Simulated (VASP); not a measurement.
# ZnSe (F-43m) in VASP: notebook

Aim: see how the results for ZnSe move with the level of theory and the settings. Levels: PBE+U, PBE. Tasks: single point.

All numbers are computed with VASP 6.6.1; they aren't measurements. Logs are shortened: lines on timing, memory, paths and dates and some standing lists are left out, and cuts for length are marked.

**1. The cell of the first run**

Symmetry: F-43m, No. 216, cubic system. The conventional cell has a = 5.665 Å, b = 5.665 Å, c = 5.665 Å, α = 90.00°, β = 90.00°, γ = 90.00°. Within 3.2 Å of Zn (site symmetry -43m) lie 4 Se at 2.45 Å. Se (site symmetry -43m) has 4 Zn at 2.45 Å within 3.2 Å.

**2. Single point, PBE+U**

INCAR reads:

```
PREC = Accurate ; ENCUT = 500
EDIFF = 1E-6 ; ISMEAR = 0
SIGMA = 0.1 ; LREAL = False
LASPH = True ; NELM = 200
ALGO = Normal ; ISIF = 2
LWAVE = False ; LCHARG = False
LDAU = True ; LDAUTYPE = 2
LDAUL = 2 -1 ; LDAUU = 3.4 0
LDAUJ = 0 0 ; LDAUPRINT = 1
GGA = PE ; NBANDS = 16
GGA_COMPAT = False
```

KPOINTS reads:

```
regular mesh
0
Gamma
  4 4 4
```

POSCAR reads:

```
ZnSe
1.0
    0.0000000000      2.8324425407      2.8324425407
    2.8324425407      0.0000000000      2.8324425407
    2.8324425407      2.8324425407      0.0000000000
Zn Se
1 1
Direct
    0.0000000000      0.0000000000      0.0000000000
    0.7500000000      0.7500000000      0.7500000000
```

Potentials or basis: VASP PAW PBE potentials, release 64 (Zn, Se).

The run is started by

```sh
> cat potpaw_PBE.64/Zn/POTCAR potpaw_PBE.64/Se/POTCAR > POTCAR
> mpirun -np 1 vasp_std > vasp.out
```

OUTCAR:

```text
PREC = Accurate
   ENCUT = 500
   EDIFF = 1E-6
   ISMEAR = 0
   LREAL = False
   LASPH = True
   NELM = 200
   ISIF = 2
   GGA = PE

 ion  position               nearest neighbor table
   1  0.000  0.000  0.000-   2 2.45   2 2.45   2 2.45   2 2.45
   2  0.750  0.750  0.750-   1 2.45   1 2.45   1 2.45   1 2.45

  LATTYP: Found a face centered cubic cell.
 ALAT       =     5.6648850814

  Lattice vectors:

 A1 = (   0.0000000000,   2.8324425407,   2.8324425407)
 A2 = (   2.8324425407,   0.0000000000,   2.8324425407)
 A3 = (   2.8324425407,   2.8324425407,   0.0000000000)

Analysis of symmetry for initial positions (statically):
=====================================================================
 Subroutine PRICEL returns:
 Original cell was already a primitive cell.

 Routine SETGRP: Setting up the symmetry group for a
 face centered cubic supercell.

 Subroutine GETGRP returns: Found 24 space group operations
 (whereof 24 operations were pure point group operations)
 out of a pool of 48 trial point group operations.

The static configuration has the point symmetry T_d .

Analysis of symmetry for dynamics (positions and initial velocities):
=====================================================================
 Subroutine PRICEL returns:
 Original cell was already a primitive cell.

 Routine SETGRP: Setting up the symmetry group for a
 face centered cubic supercell.

 Subroutine GETGRP returns: Found 24 space group operations
 (whereof 24 operations were pure point group operations)
 out of a pool of 48 trial point group operations.

The dynamic configuration has the point symmetry T_d .

 Subroutine INISYM returns: Found 24 space group operations
 (whereof 24 operations are pure point group operations),
 and found     1 'primitive' translations

----------------------------------------------------------------------------------------

                                     Primitive cell

  volume of cell :      45.4478

  direct lattice vectors                    reciprocal lattice vectors
     0.000000000  2.832442541  2.832442541    -0.176526088  0.176526088  0.176526088
     2.832442541  0.000000000  2.832442541     0.176526088 -0.176526088  0.176526088
     2.832442541  2.832442541  0.000000000     0.176526088  0.176526088 -0.176526088

  length of vectors
     4.005678656  4.005678656  4.005678656     0.305752153  0.305752153  0.305752153

  position of ions in fractional coordinates (direct lattice)
     0.000000000  0.000000000  0.000000000
     0.750000000  0.750000000  0.750000000

  ion indices of the primitive-cell ions
   primitive index   ion index
                 1           1
                 2           2

----------------------------------------------------------------------------------------

 KPOINTS: regular mesh

Automatic generation of k-mesh.
 Grid dimensions read from file:
 generate k-points for:    4    4    4

 Generating k-lattice:

  Cartesian coordinates                     Fractional coordinates (reciprocal lattice)
    -0.044131522  0.044131522  0.044131522     0.250000000  0.000000000  0.000000000
     0.044131522 -0.044131522  0.044131522     0.000000000  0.250000000  0.000000000
     0.044131522  0.044131522 -0.044131522     0.000000000  0.000000000  0.250000000

  Length of vectors
     0.076438038  0.076438038  0.076438038

  Shift w.r.t. Gamma in fractional coordinates (k-lattice)
     0.000000000  0.000000000  0.000000000

 Subroutine IBZKPT returns following result:
 ===========================================

 Found      8 irreducible k-points:

 Following reciprocal coordinates:
            Coordinates               Weight
  0.000000  0.000000  0.000000      1.000000
  0.250000  0.000000  0.000000      8.000000
  0.500000  0.000000  0.000000      4.000000
  0.250000  0.250000  0.000000      6.000000
  0.500000  0.250000  0.000000     24.000000
 -0.250000  0.250000  0.000000     12.000000
  0.500000  0.500000  0.000000      3.000000
 -0.250000  0.500000  0.250000      6.000000
   k-points           NKPTS =      8   k-points in BZ     NKDIM =      8   number of bands    NBANDS=     16
   number of dos      NEDOS =    301   number of ions     NIONS =      2
   total plane-waves  NPLWV =  27000
   dimension x,y,z NGX =    30 NGY =   30 NGZ =   30
   dimension x,y,z NGXF=    60 NGYF=   60 NGZF=   60
   ions per type =               1   1
   NGX,Y,Z   is equivalent  to a cutoff of  12.45, 12.45, 12.45 a.u.
   NGXF,Y,Z  is equivalent  to a cutoff of  24.90, 24.90, 24.90 a.u.
 SYSTEM =  unknown system
   PREC   = accura    normal or accurate (medium, high low for compatibility)
   ISTART =      0    job   : 0-new  1-cont  2-samecut
   ICHARG =      2    charge: 1-file 2-atom 10-const
   ISPIN  =      1    spin polarized calculation?
   LNONCOLLINEAR =      F non collinear calculations
   LSORBIT =      F    spin-orbit coupling
   LASPH  =      T    aspherical Exc in radial PAW
   ENCUT  =  500.0 eV  36.75 Ry    6.06 a.u.   7.30  7.30  7.30*2*pi/ulx,y,z
   NELM   =    200;   NELMIN=  2; NELMDL= -5     # of ELM steps
   EDIFF  = 0.1E-05   stopping-criterion for ELM
   LREAL  =      F    real-space projection
   EDIFFG = 0.1E-04   stopping-criterion for IOM
   NSW    =      0    number of steps for IOM
   IBRION =     -1    ionic relax: 0-MD 1-quasi-New 2-CG
   NFREE  =      0    steps in history (QN), initial steepest desc. (CG)
   ISIF   =      2    stress and relaxation
   ISYM   =      2    0-nonsym 1-usesym 2-fastsym
   POTIM  = 0.5000    time-step for ionic-motion
   TEBEG  =    0.0;   TEEND  =   0.0 temperature during run
   PSTRESS=    0.0 pullay stress
   NELECT =      18.0000    total number of electrons
   NUPDOWN=      -1.0000    fix difference up-down
   EMIN   =  10.00;   EMAX   =-10.00  energy-range for DOS
   EFERMI =   0.00;   METHOD = LEGACY
   ISMEAR =     0;   SIGMA  =   0.10  broadening in eV -4-tet -1-fermi 0-gaus
   EFERMI_NEDOS =   21; number of points for ismear=-14 and -15
   IALGO  =     38    algorithm
   IMIX   =      4    mixing-type and parameters
     AMIX     =   0.40;   BMIX     =  1.00
     AMIX_MAG =   1.60;   BMIX_MAG =  1.00
  volume/ion in A,a.u.               =      22.72       153.35
  Fermi-wavevector in a.u.,A,eV,Ry     =   1.202249  2.271922 19.665909  1.445404
  Thomas-Fermi vector in A             =   2.338036
   LORBIT       =      0    0 simple, 1 ext, 2 COOP (PROOUT), +10 PAW based schemes
 LDA+U is selected, type is set to LDAUTYPE =  2
   angular momentum for each species LDAUL =     2   -1
   U (eV)           for each species LDAUU =   3.4  0.0
   J (eV)           for each species LDAUJ =   0.0  0.0
   GGA     = PE    functional components
   LHFCALC =     F    Hartree Fock is set to
   AEXX    =    0.0000 exact exchange contribution
   IVDW    =     0    specifies the selected vdW correction
   LEPSILON=     F    determine dielectric tensor
   LRPA    =     F    only Hartree local field effects (RPA)
 non-spin polarized calculation
 Gauss-broadening in eV      SIGMA  =   0.10
  energy-cutoff  :      500.00
  volume of cell :       45.45
 maximum number of plane-waves:      1174
 NGX is ok and might be reduce to    30
   NGX = 15   NGY = 15   NGZ = 15

atom =   1  type =  1  l = 2

 onsite density matrix

spin component  1

  0.9906 -0.0000  0.0000  0.0000 -0.0000
 -0.0000  0.9906 -0.0000 -0.0000  0.0000
  0.0000 -0.0000  0.9802  0.0000 -0.0000
  0.0000 -0.0000  0.0000  0.9906 -0.0000
 -0.0000  0.0000 -0.0000 -0.0000  0.9802

spin component  2

  0.9906 -0.0000  0.0000  0.0000 -0.0000
 -0.0000  0.9906 -0.0000 -0.0000  0.0000
  0.0000 -0.0000  0.9802  0.0000 -0.0000
  0.0000 -0.0000  0.0000  0.9906 -0.0000
 -0.0000  0.0000 -0.0000 -0.0000  0.9802

 occupancies and eigenvectors

  o =  0.9802  v =  0.0000  0.0000 -0.9959 -0.0000 -0.0900  0.0000  0.0000  0.0000  0.0000  0.0000      0.0000  0.0000  0.0000  0.0000  0.0000  0.0000  0.0000  0.0000  0.0000  0.0000
  o =  0.9802  v =  0.0000  0.0000  0.0000  0.0000  0.0000  0.0000  0.0000 -0.9959 -0.0000 -0.0900      0.0000  0.0000  0.0000  0.0000  0.0000  0.0000  0.0000  0.0000  0.0000  0.0000
  o =  0.9802  v =  0.0000 -0.0000 -0.0900 -0.0000  0.9959  0.0000  0.0000  0.0000  0.0000  0.0000      0.0000  0.0000  0.0000  0.0000  0.0000  0.0000  0.0000  0.0000  0.0000  0.0000
  o =  0.9802  v =  0.0000  0.0000  0.0000  0.0000  0.0000  0.0000 -0.0000 -0.0900 -0.0000  0.9959      0.0000  0.0000  0.0000  0.0000  0.0000  0.0000  0.0000  0.0000  0.0000  0.0000
  o =  0.9906  v =  0.0000  0.9056  0.0000 -0.4240  0.0000  0.0000  0.0000  0.0000  0.0000  0.0000      0.0000  0.0000  0.0000  0.0000  0.0000  0.0000  0.0000  0.0000  0.0000  0.0000
  o =  0.9906  v =  0.0000  0.0000  0.0000  0.0000  0.0000  0.0000  0.9056  0.0000 -0.4240  0.0000      0.0000  0.0000  0.0000  0.0000  0.0000  0.0000  0.0000  0.0000  0.0000  0.0000
  o =  0.9906  v =  0.0000  0.0000  0.0000  0.0000  0.0000  1.0000  0.0000  0.0000  0.0000  0.0000      0.0000  0.0000  0.0000  0.0000  0.0000  0.0000  0.0000  0.0000  0.0000  0.0000
  o =  0.9906  v =  1.0000  0.0000  0.0000  0.0000  0.0000  0.0000  0.0000  0.0000  0.0000  0.0000      0.0000  0.0000  0.0000  0.0000  0.0000  0.0000  0.0000  0.0000  0.0000  0.0000
  o =  0.9906  v =  0.0000  0.4240  0.0000  0.9056  0.0000  0.0000  0.0000  0.0000  0.0000  0.0000      0.0000  0.0000  0.0000  0.0000  0.0000  0.0000  0.0000  0.0000  0.0000  0.0000
  o =  0.9906  v =  0.0000  0.0000  0.0000  0.0000  0.0000  0.0000  0.4240  0.0000  0.9056  0.0000      0.0000  0.0000  0.0000  0.0000  0.0000  0.0000  0.0000  0.0000  0.0000  0.0000

 number of electron      18.0000011 magnetization

 Free energy of the ion-electron system (eV)
  ---------------------------------------------------
  ext. energy  EPLUGINS =         0.00000000
  ---------------------------------------------------
  free energy    TOTEN  =        -5.67562853 eV

  energy without entropy =       -5.67562853  energy(sigma->0) =       -5.67562853

 E-fermi :   1.9531     XC(G=0):  -9.2973

 val. band max:        1.5055453780   @ k =   0.0000   0.0000   0.0000
 cond. band min:       2.9777277212   @ k =   0.0000   0.0000   0.0000
 fundamental gap:      1.4721823432
 Fermi energy:         1.9530535964

 k-point     1 :       0.0000    0.0000    0.0000
  band No.  band energies     occupation
      1     -11.5963      2.00000
      2      -6.2411      2.00000
      3      -6.2411      2.00000
      4      -6.2411      2.00000
      5      -5.9182      2.00000
      6      -5.9182      2.00000
[... 129 lines left out ...]
      3      -6.0870      2.00000
      4      -5.9623      2.00000
      5      -5.9231      2.00000
      6      -5.5963      2.00000
[... 8 lines left out ...]
     15      15.3212      0.00000
     16      15.5863      0.00000

------------------------ aborting loop because EDIFF is reached ----------------------------------------

  FORCE on cell =-STRESS in cart. coord.  units (eV):
  Direction    XX          YY          ZZ          XY          YZ          ZX
  --------------------------------------------------------------------------------------
  -------------------------------------------------------------------------------------
  Total        0.5772683      0.5772683      0.5772683     -0.0000000      0.0000000     -0.0000000
  in kB       20.3504945     20.3504945     20.3504945     -0.0000000      0.0000000     -0.0000000
  external PRESSURE =      20.3504945 kB  Pullay stress =       0.0000000 kB

 VOLUME and BASIS-vectors are now :
 -----------------------------------------------------------------------------
  energy-cutoff  :      500.00
  volume of cell :       45.45
      direct lattice vectors                 reciprocal lattice vectors
     0.000000000  2.832442541  2.832442541    -0.176526088  0.176526088  0.176526088
     2.832442541  0.000000000  2.832442541     0.176526088 -0.176526088  0.176526088
     2.832442541  2.832442541  0.000000000     0.176526088  0.176526088 -0.176526088

 POSITION                                       TOTAL-FORCE (eV/Angst)
 -----------------------------------------------------------------------------------
      0.00000      0.00000      0.00000         0.000000      0.000000      0.000000
      4.24866      4.24866      4.24866        -0.000000     -0.000000     -0.000000
 -----------------------------------------------------------------------------------
    total drift:                                0.000000      0.000000      0.000000

  FREE ENERGIE OF THE ION-ELECTRON SYSTEM (eV)
  ---------------------------------------------------
  free  energy   TOTEN  =        -5.6756285300 eV

  energy  without entropy=       -5.6756285300  energy(sigma->0) =       -5.67562853
```

Run time: 6.4 s. Hardware: 1 thread of AMD EPYC 7R13, shared host; peak memory 0.16 GiB.

What came out:

* Free energy: -5.6756 eV
* Pressure: 2.0 GPa
* Band gap on the k mesh: 1.47 eV, direct

Eigenvalues of the final occupation matrices:
| site | spin | trace | eigenvalues |
| --- | --- | --- | --- |
| site 1 d | 1 | 4.93 | 0.98 0.98 0.99 0.99 0.99 |
| site 1 d | 2 | 4.93 | 0.98 0.98 0.99 0.99 0.99 |

Caveat: the k points lie up to 0.48 Å⁻¹ apart.

**3. Single point, PBE**

This run uses another cell than the first one, of 26.81 Å³/atom, 1.180 times its volume.

INCAR reads:

```
PREC     = Accurate       # precision mode
ENCUT    = 500            # plane-wave cutoff, eV
EDIFF    = 1E-6           # SCF threshold, eV
ISMEAR   = -1             # smearing method
SIGMA    = 0.051703999572871064 # smearing width, eV
LREAL    = False          # projectors in reciprocal space
LASPH    = True           # aspherical terms in the spheres
NELM     = 120            # most SCF steps
ALGO     = Normal         # electronic algorithm
ISIF     = 2              # what is computed and relaxed
LWAVE    = False          # write WAVECAR
LCHARG   = False          # write CHGCAR
GGA      = PE             # functional
NBANDS   = 16             # bands
GGA_COMPAT= False
```

KPOINTS is that of step 2.

POSCAR reads:

```
ZnSe
1.0
    0.0000000000      2.9931037949      2.9931037949
    2.9931037949      0.0000000000      2.9931037949
    2.9931037949      2.9931037949      0.0000000000
Zn Se
1 1
Direct
    0.0000000000      0.0000000000      0.0000000000
    0.7500000000      0.7500000000      0.7500000000
```

Potentials or basis: VASP PAW PBE potentials, release 64 (Zn, Se).

The run is started by

```sh
> cat potpaw_PBE.64/Zn/POTCAR potpaw_PBE.64/Se/POTCAR > POTCAR
> mpirun -np 1 vasp_std > vasp.out
```

OUTCAR:

```text
PREC = Accurate
   ENCUT = 500
   EDIFF = 1E-6
   ISMEAR = -1
   LREAL = False
   LASPH = True
   NELM = 120
   ISIF = 2
   GGA = PE

 ion  position               nearest neighbor table
   1  0.000  0.000  0.000-   2 2.59   2 2.59   2 2.59   2 2.59
   2  0.750  0.750  0.750-   1 2.59   1 2.59   1 2.59   1 2.59

  LATTYP: Found a face centered cubic cell.
 ALAT       =     5.9862075898

  Lattice vectors:

 A1 = (   0.0000000000,   2.9931037949,   2.9931037949)
[... 318 lines left out ...]

------------------------ aborting loop because EDIFF is reached ----------------------------------------

  FORCE on cell =-STRESS in cart. coord.  units (eV):
  Direction    XX          YY          ZZ          XY          YZ          ZX
  --------------------------------------------------------------------------------------
  -------------------------------------------------------------------------------------
  Total       -1.7280053     -1.7280053     -1.7280053      0.0000000      0.0000000      0.0000000
  in kB      -51.6250298    -51.6250298    -51.6250298      0.0000000      0.0000000      0.0000000
  external PRESSURE =     -51.6250298 kB  Pullay stress =       0.0000000 kB

 VOLUME and BASIS-vectors are now :
 -----------------------------------------------------------------------------
  energy-cutoff  :      500.00
  volume of cell :       53.63
      direct lattice vectors                 reciprocal lattice vectors
     0.000000000  2.993103795  2.993103795    -0.167050672  0.167050672  0.167050672
     2.993103795  0.000000000  2.993103795     0.167050672 -0.167050672  0.167050672
     2.993103795  2.993103795  0.000000000     0.167050672  0.167050672 -0.167050672

 POSITION                                       TOTAL-FORCE (eV/Angst)
 -----------------------------------------------------------------------------------
      0.00000      0.00000      0.00000         0.000000      0.000000      0.000000
      4.48966      4.48966      4.48966        -0.000000     -0.000000     -0.000000
 -----------------------------------------------------------------------------------
    total drift:                               -0.000000     -0.000000     -0.000001

  FREE ENERGIE OF THE ION-ELECTRON SYSTEM (eV)
  ---------------------------------------------------
  free  energy   TOTEN  =        -5.8590571877 eV

  energy  without entropy=       -5.8589851009  energy(sigma->0) =       -5.85902114
```

OSZICAR:

```text
N       E                     dE             d eps       ncg     rms          rms(c)
DAV:   1     0.838901038794E+02    0.83890E+02   -0.88585E+03   256   0.120E+03
DAV:   2    -0.561223215848E+00   -0.84451E+02   -0.79091E+02   288   0.239E+02
DAV:   3    -0.614243100337E+01   -0.55812E+01   -0.55589E+01   328   0.606E+01
DAV:   4    -0.618513744007E+01   -0.42706E-01   -0.42702E-01   296   0.570E+00
DAV:   5    -0.618536796771E+01   -0.23053E-03   -0.23052E-03   344   0.374E-01    0.367E+00
DAV:   6    -0.587666035351E+01    0.30871E+00   -0.56745E-01   376   0.202E+01    0.285E+00
DAV:   7    -0.585835368667E+01    0.18307E-01   -0.14289E-01   272   0.320E+00    0.123E+00
DAV:   8    -0.585851020543E+01   -0.15652E-03   -0.45258E-03   280   0.556E-01    0.379E-01
DAV:   9    -0.585892670645E+01   -0.41650E-03   -0.95619E-04   312   0.250E-01    0.745E-02
DAV:  10    -0.585903285801E+01   -0.10615E-03   -0.12408E-04   312   0.112E-01    0.169E-02
DAV:  11    -0.585905514577E+01   -0.22288E-04   -0.32457E-05   336   0.587E-02    0.536E-03
DAV:  12    -0.585905693167E+01   -0.17859E-05   -0.32460E-06   312   0.161E-02    0.280E-03
DAV:  13    -0.585905718773E+01   -0.25605E-06   -0.71821E-07   256   0.607E-03
   1 F= -.58590572E+01 E0= -.58590211E+01  d E =-.720868E-04
```

stdout:

```text
POSCAR found type information on POSCAR ZnSe
 POSCAR found :  2 types and       2 ions
 scaLAPACK will be used
 LDA part: xc-table for (Slater+PW92), standard interpolation
 POSCAR, INCAR and KPOINTS ok, starting setup
 FFT: planning ... GRIDC
 FFT: planning ... GRID_SOFT
 FFT: planning ... GRID
 WAVECAR not read
 entering main loop
```

Run time: 14 s. Hardware: 1 thread of AMD EPYC 7R13, shared host; peak memory 0.14 GiB.

Results:

| Quantity | Value |
| --- | --- |
| Free energy | -5.8591 eV |
| Pressure | -5.2 GPa |
| Band gap on the k mesh | 0.66 eV, direct |

Caveat: the k points lie up to 0.45 Å⁻¹ apart.
